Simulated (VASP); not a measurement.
# Co (P6_3/mmc) in VASP: single point with PBEsol

Aim: the single point of Co with PBEsol.

Program: VASP 6.6.1. These are calculated values, not measurements. Logs are shortened: lines on timing, memory, paths and dates and some standing lists are left out, and cuts for length are marked.

**1. The cell of the first run**

It takes space group P6_3/mmc (No. 194, hexagonal). Conventional cell: a = 2.456 Å, b = 2.456 Å, c = 3.969 Å, α = 90.00°, β = 90.00°, γ = 120.00°. Within 3.2 Å of Co (site symmetry -6m2) lie 12 Co at 2.44 to 2.46 Å.

**2. Single point, PBEsol, collinear spin, ferromagnetic start**

Input file INCAR:

```
PREC = Accurate ; ENCUT = 520
EDIFF = 1E-6 ; ISMEAR = 0
SIGMA = 0.1 ; LREAL = F
LASPH = T ; NELM = 150
ALGO = Normal ; ISIF = 2
LWAVE = F ; LCHARG = T
ISPIN = 2 ; MAGMOM = 1.8 1.8
LORBIT = 11 ; LMAXMIX = 4
GGA = PS ; LELF = T
LVHAR = T ; ISYM = 0
NBANDS = 20
```

Input file KPOINTS:

```
regular mesh
0
Gamma
  14 8 18
```

Input file POSCAR:

```
Co
1.0
    2.4564239303      0.0000000000      0.0000000000
   -1.2282119652      4.5035259511      0.0000000000
    1.2282119652      1.0048823840      1.8750267434
Co
2
Direct
    0.0833333333      0.7500000000      0.5833333333
    0.9166666667      0.2500000000      0.4166666667
```

Potentials or basis: VASP PAW PBE potentials, release 64 (Co).

Started as:

```sh
> cat potpaw_PBE.64/Co/POTCAR > POTCAR
> mpirun -np 1 vasp_std > vasp.out
```

OUTCAR:

```text
PREC = Accurate
   ENCUT = 520
   EDIFF = 1E-6
   ISMEAR = 0
   LREAL = F
   LASPH = T
   NELM = 150
   ISIF = 2
   ISPIN = 2
   LORBIT = 11
   GGA = PS
   ISYM = 0

 ion  position               nearest neighbor table
   1  0.083  0.750  0.583-   2 2.44   2 2.44   2 2.44   2 2.44   2 2.44   2 2.44
   2  0.917  0.250  0.417-   1 2.44   1 2.44   1 2.44   1 2.44   1 2.44   1 2.44

IMPORTANT INFORMATION: All symmetrisations will be switched off!
NOSYMM: (Re-)initialisation of all symmetry stuff for point group C_1.

----------------------------------------------------------------------------------------

                                     Primitive cell

  volume of cell :      20.7426

  direct lattice vectors                    reciprocal lattice vectors
     2.456423930  0.000000000  0.000000000     0.407095855  0.111024119 -0.326163978
    -1.228211965  4.503525951  0.000000000     0.000000000  0.222048238 -0.119002229
     1.228211965  1.004882384  1.875026743     0.000000000  0.000000000  0.533325726

  length of vectors
     2.456423930  4.668002852  2.456423930     0.533325726  0.251926478  0.533325726

  position of ions in fractional coordinates (direct lattice)
     0.083333333  0.750000000  0.583333333
     0.916666667  0.250000000  0.416666667

  ion indices of the primitive-cell ions
   primitive index   ion index
                 1           1
                 2           2

----------------------------------------------------------------------------------------

 KPOINTS: regular mesh

Automatic generation of k-mesh.
 Grid dimensions read from file:
 generate k-points for:   14    8   18

 Generating k-lattice:

  Cartesian coordinates                     Fractional coordinates (reciprocal lattice)
     0.029078275  0.007930294 -0.023297427     0.071428571  0.000000000 -0.000000000
     0.000000000  0.027756030 -0.014875279     0.000000000  0.125000000  0.000000000
     0.000000000  0.000000000  0.029629207     0.000000000  0.000000000  0.055555556

  Length of vectors
     0.038094695  0.031490810  0.029629207

  Shift w.r.t. Gamma in fractional coordinates (k-lattice)
     0.000000000  0.000000000  0.000000000

 -----------------------------------------------------------------------------
|                                                                             |
|           W    W    AA    RRRRR   N    N  II  N    N   GGGG   !!!           |
|           W    W   A  A   R    R  NN   N  II  NN   N  G    G  !!!           |
|           W    W  A    A  R    R  N N  N  II  N N  N  G       !!!           |
|           W WW W  AAAAAA  RRRRR   N  N N  II  N  N N  G  GGG   !            |
|           WW  WW  A    A  R   R   N   NN  II  N   NN  G    G                |
|           W    W  A    A  R    R  N    N  II  N    N   GGGG   !!!           |
|                                                                             |
|     Your reciprocal lattice and k-lattice belong to different lattice       |
|     classes:                                                                |
|                                                                             |
|        The reciprocal lattice is hexagonal,                                 |
|        whereas your k-lattice is triclinic.                                 |
|                                                                             |
|     Results are often still useful ...                                      |
|                                                                             |
 -----------------------------------------------------------------------------

 WARNING: IBZKPT: internal override: KBLOWUP is changed to .FALSE.
      ... skipping the blow-up phase ...

 Subroutine IBZKPT returns following result:
 ===========================================

 Found   1012 irreducible k-points:

 Following reciprocal coordinates:
            Coordinates               Weight
  0.000000  0.000000  0.000000      1.000000
  0.071429 -0.000000  0.000000      2.000000
  0.142857 -0.000000  0.000000      2.000000
  0.214286  0.000000  0.000000      2.000000
  0.285714 -0.000000  0.000000      2.000000
  0.357143 -0.000000  0.000000      2.000000
[... 16 lines left out ...]
  0.000000  0.250000  0.000000      2.000000
  0.071429  0.250000  0.000000      2.000000
 [... further k-points ...]
   k-points           NKPTS =   1012   k-points in BZ     NKDIM =   1012   number of bands    NBANDS=     20
   number of dos      NEDOS =    301   number of ions     NIONS =      2
   total plane-waves  NPLWV =  11664
   dimension x,y,z NGX =    18 NGY =   36 NGZ =   18
   dimension x,y,z NGXF=    36 NGYF=   72 NGZF=   36
   ions per type =               2
   NGX,Y,Z   is equivalent  to a cutoff of  12.18, 12.82, 12.18 a.u.
   NGXF,Y,Z  is equivalent  to a cutoff of  24.36, 25.64, 24.36 a.u.
 SYSTEM =  unknown system
   PREC   = accura    normal or accurate (medium, high low for compatibility)
   ISTART =      0    job   : 0-new  1-cont  2-samecut
   ICHARG =      2    charge: 1-file 2-atom 10-const
   ISPIN  =      2    spin polarized calculation?
   LNONCOLLINEAR =      F non collinear calculations
   LSORBIT =      F    spin-orbit coupling
   LASPH  =      T    aspherical Exc in radial PAW
   ENCUT  =  520.0 eV  38.22 Ry    6.18 a.u.   4.57  8.68  4.57*2*pi/ulx,y,z
   NELM   =    150;   NELMIN=  2; NELMDL= -5     # of ELM steps
   EDIFF  = 0.1E-05   stopping-criterion for ELM
   LREAL  =      F    real-space projection
   EDIFFG = 0.1E-04   stopping-criterion for IOM
   NSW    =      0    number of steps for IOM
   IBRION =     -1    ionic relax: 0-MD 1-quasi-New 2-CG
   NFREE  =      0    steps in history (QN), initial steepest desc. (CG)
   ISIF   =      2    stress and relaxation
   ISYM   =      0    0-nonsym 1-usesym 2-fastsym
   POTIM  = 0.5000    time-step for ionic-motion
   TEBEG  =    0.0;   TEEND  =   0.0 temperature during run
   PSTRESS=    0.0 pullay stress
   NELECT =      18.0000    total number of electrons
   NUPDOWN=      -1.0000    fix difference up-down
   EMIN   =  10.00;   EMAX   =-10.00  energy-range for DOS
   EFERMI =   0.00;   METHOD = LEGACY
   ISMEAR =     0;   SIGMA  =   0.10  broadening in eV -4-tet -1-fermi 0-gaus
   EFERMI_NEDOS =   21; number of points for ismear=-14 and -15
   IALGO  =     38    algorithm
   IMIX   =      4    mixing-type and parameters
     AMIX     =   0.40;   BMIX     =  1.00
     AMIX_MAG =   1.60;   BMIX_MAG =  1.00
  volume/ion in A,a.u.               =      10.37        69.99
  Fermi-wavevector in a.u.,A,eV,Ry     =   1.561509  2.950824 33.175230  2.438311
  Thomas-Fermi vector in A             =   2.664564
   LORBIT       =     11    0 simple, 1 ext, 2 COOP (PROOUT), +10 PAW based schemes
   GGA     = PS    functional components
   LHFCALC =     F    Hartree Fock is set to
   AEXX    =    0.0000 exact exchange contribution
   IVDW    =     0    specifies the selected vdW correction
   LEPSILON=     F    determine dielectric tensor
   LRPA    =     F    only Hartree local field effects (RPA)
 spin polarized calculation
 Gauss-broadening in eV      SIGMA  =   0.10
  energy-cutoff  :      520.00
  volume of cell :       20.74
 maximum number of plane-waves:       574
   NGX =  9   NGY = 17   NGZ =  9

 number of electron      17.9999999 magnetization       3.1192073

 Free energy of the ion-electron system (eV)
  ---------------------------------------------------
  ext. energy  EPLUGINS =         0.00000000
  ---------------------------------------------------
  free energy    TOTEN  =       -15.47784872 eV

  energy without entropy =      -15.46950378  energy(sigma->0) =      -15.47367625

 E-fermi :  10.7145     XC(G=0): -13.8475

 val. band max:       10.7141752068   @ k =   0.2143  -0.2500   0.1111
 cond. band min:      10.7150550974   @ k =   0.4286   0.3750   0.0556
 fundamental gap:      0.0008798906
 Fermi energy:        10.7145255673

 spin component 1

 k-point     1 :       0.0000    0.0000    0.0000
  band No.  band energies     occupation
      1       1.4826      1.00000
      2       5.3664      1.00000
      3       8.0772      1.00000
      4       8.0954      1.00000
      5       8.0979      1.00000
      6       8.4355      1.00000
[... 12 lines left out ...]
     19      37.3336      0.00000
     20      37.3338      0.00000

 k-point     2 :       0.0714   -0.0000    0.0000
  band No.  band energies     occupation
      1       1.7209      1.00000
      2       5.4734      1.00000
      3       7.8778      1.00000
      4       8.1663      1.00000
      5       8.2249      1.00000
      6       8.3619      1.00000
[... 12 lines left out ...]
     19      39.0095      0.00000
     20      39.3270      0.00000

 k-point     3 :       0.1429   -0.0000    0.0000
  band No.  band energies     occupation
      1       2.4111      1.00000
      2       5.7694      1.00000
      3       7.6479      1.00000
      4       7.8420      1.00000
      5       8.1498      1.00000
      6       8.3180      1.00000
[... 12 lines left out ...]
     19      38.2202      0.00000
     20      39.3481      0.00000

 k-point     4 :       0.2143    0.0000    0.0000
  band No.  band energies     occupation
      1       3.4569      1.00000
      2       6.1348      1.00000
      3       7.0782      1.00000
      4       7.4930      1.00000
      5       7.9060      1.00000
      6       8.3942      1.00000
[... 429 lines left out ...]
 k-point    23 :       0.0000    0.2500    0.0000
  band No.  band energies     occupation
      1       2.1247      1.00000
      2       5.1658      1.00000
      3       7.9155      1.00000
      4       7.9842      1.00000
      5       7.9866      1.00000
      6       8.2719      1.00000
[... 12 lines left out ...]
     19      37.5131      0.00000
     20      37.5132      0.00000

 k-point    24 :       0.0714    0.2500    0.0000
  band No.  band energies     occupation
      1       2.6983      1.00000
      2       5.0735      1.00000
      3       7.8180      1.00000
      4       7.8409      1.00000
      5       7.9033      1.00000
      6       8.0406      1.00000
[... 12 lines left out ...]
     19      37.4855      0.00000
     20      38.1572      0.00000

 [... further k-points ...]

 spin component 2

 k-point     1 :       0.0000    0.0000    0.0000
  band No.  band energies     occupation
      1       1.5463      1.00000
      2       6.2940      1.00000
      3       9.6459      1.00000
      4       9.6621      1.00000
      5       9.6666      1.00000
      6      10.0551      1.00000
[... 12 lines left out ...]
     19      37.6765      0.00000
     20      37.6785      0.00000

 k-point     2 :       0.0714   -0.0000    0.0000
  band No.  band energies     occupation
      1       1.7856      1.00000
      2       6.3917      1.00000
      3       9.4110      1.00000
      4       9.7403      1.00000
      5       9.8084      1.00000
      6       9.8285      1.00000
[... 12 lines left out ...]
     19      39.0631      0.00000
     20      39.6614      0.00000

 k-point     3 :       0.1429   -0.0000    0.0000
  band No.  band energies     occupation
      1       2.4822      1.00000
      2       6.6577      1.00000
      3       8.9057      1.00000
      4       9.1272      1.00000
      5       9.7239      1.00000
      6       9.9156      1.00000
[... 12 lines left out ...]
     19      38.3893      0.00000
     20      39.6131      0.00000

 k-point     4 :       0.2143    0.0000    0.0000
  band No.  band energies     occupation
      1       3.5599      1.00000
      2       6.9659      1.00000
      3       8.2009      1.00000
      4       8.8811      1.00000
      5       9.4367      1.00000
      6       9.9147      1.00000
[... 429 lines left out ...]
 k-point    23 :       0.0000    0.2500    0.0000
  band No.  band energies     occupation
      1       2.1926      1.00000
      2       5.7791      1.00000
      3       9.4383      1.00000
      4       9.4585      1.00000
      5       9.5466      1.00000
      6       9.5504      1.00000
[... 12 lines left out ...]
     19      37.8163      0.00000
     20      37.8179      0.00000

 k-point    24 :       0.0714    0.2500    0.0000
  band No.  band energies     occupation
      1       2.7741      1.00000
      2       5.5066      1.00000
      3       8.9637      1.00000
      4       9.3164      1.00000
      5       9.4469      1.00000
      6       9.6089      1.00000
[... 12 lines left out ...]
     19      37.7313      0.00000
     20      38.4126      0.00000

 [... further k-points ...]

------------------------ aborting loop because EDIFF is reached ----------------------------------------

  FORCE on cell =-STRESS in cart. coord.  units (eV):
  Direction    XX          YY          ZZ          XY          YZ          ZX
  --------------------------------------------------------------------------------------
  -------------------------------------------------------------------------------------
  Total       -0.1727114     -0.1331010     -0.1165022     -0.0054687      0.0208533     -0.0100626
  in kB      -13.3403759    -10.2808367     -8.9987285     -0.4224075      1.6107241     -0.7772405
  external PRESSURE =     -10.8733137 kB  Pullay stress =       0.0000000 kB

 VOLUME and BASIS-vectors are now :
 -----------------------------------------------------------------------------
  energy-cutoff  :      520.00
  volume of cell :       20.74
      direct lattice vectors                 reciprocal lattice vectors
     2.456423930  0.000000000  0.000000000     0.407095855  0.111024119 -0.326163978
    -1.228211965  4.503525951  0.000000000     0.000000000  0.222048238 -0.119002229
     1.228211965  1.004882384  1.875026743     0.000000000  0.000000000  0.533325726

 POSITION                                       TOTAL-FORCE (eV/Angst)
 -----------------------------------------------------------------------------------
     -0.00000      3.96383      1.09377        -0.001869     -0.001967     -0.005382
      2.45642      1.54458      0.78126         0.001869      0.001967      0.005382
 -----------------------------------------------------------------------------------
    total drift:                               -0.000000     -0.000003     -0.000006

  FREE ENERGIE OF THE ION-ELECTRON SYSTEM (eV)
  ---------------------------------------------------
  free  energy   TOTEN  =       -15.4778487222 eV

  energy  without entropy=      -15.4695037769  energy(sigma->0) =      -15.47367625

 total charge

# of ion       s       p       d       tot
------------------------------------------
    1        0.508   0.565   7.291   8.363
    2        0.508   0.565   7.291   8.363
--------------------------------------------------
tot          1.016   1.129  14.582  16.727

 magnetization (x)

# of ion       s       p       d       tot
------------------------------------------
    1       -0.015  -0.052   1.634   1.567
    2       -0.015  -0.052   1.634   1.567
--------------------------------------------------
tot         -0.031  -0.104   3.269   3.134
```

Wall time 24 min (1 thread of Oxide Virtual Turin-like, shared host); peak memory 0.58 GiB.

What came out:

```
Free energy                                           : -15.4778 eV
Pressure                                              : -1.1 GPa
Largest force                                         : 0.006 eV/Å
Net moment                                            : 3.12 μB per cell
Site moments                                          : Co +1.57 μB
Valence electrons inside the program's atomic spheres : Co 8.36
```

Forces in eV/Å, atoms in the order of the input:
```
Co  -0.002 -0.002 -0.005
Co   0.002  0.002  0.005
```

Caveat: the PAW data sets were made with another functional, which shifts forces and pressure a little.
